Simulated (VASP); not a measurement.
Input of a VASP 6.6.1 run:

Contents of INCAR:

```
ALGO = Normal
EDIFF = 1E-6
ENCUT = 520
GGA = PE
ISIF = 2
ISMEAR = -1
LASPH = T
LCHARG = T
LELF = T
LREAL = F
LVHAR = T
LWAVE = F
NBANDS = 19
NELM = 80
PREC = Accurate
SIGMA = 0.1
```

File KPOINTS:

```
k-points
0
Gamma
  12 12 12
```

Contents of POSCAR:

```
TiO2
1.0
    0.0000000000      2.4149942610      2.4149942610
    2.4149942610      0.0000000000      2.4149942610
    2.4149942610      2.4149942610      0.0000000000
Ti O
1 2
Direct
    0.0000000000      0.0000000000      0.0000000000
    0.2500000000      0.2500000000      0.2500000000
    0.7500000000      0.7500000000      0.7500000000
```

Potentials or basis: VASP PAW PBE potentials, release 64 (Ti_sv, O).

Launch:

```console
$ cat potpaw_PBE.64/Ti_sv/POTCAR potpaw_PBE.64/O/POTCAR > POTCAR
$ mpirun -np 1 vasp_std > vasp.out
```

What does it give for the pressure?

0.8 GPa.

Estimate the band gap on the k mesh.

1.11 eV, indirect (least direct gap 1.78 eV).

A k mesh can miss the band edges. PBE gaps usually lie below the measured ones, often by a third to a half.
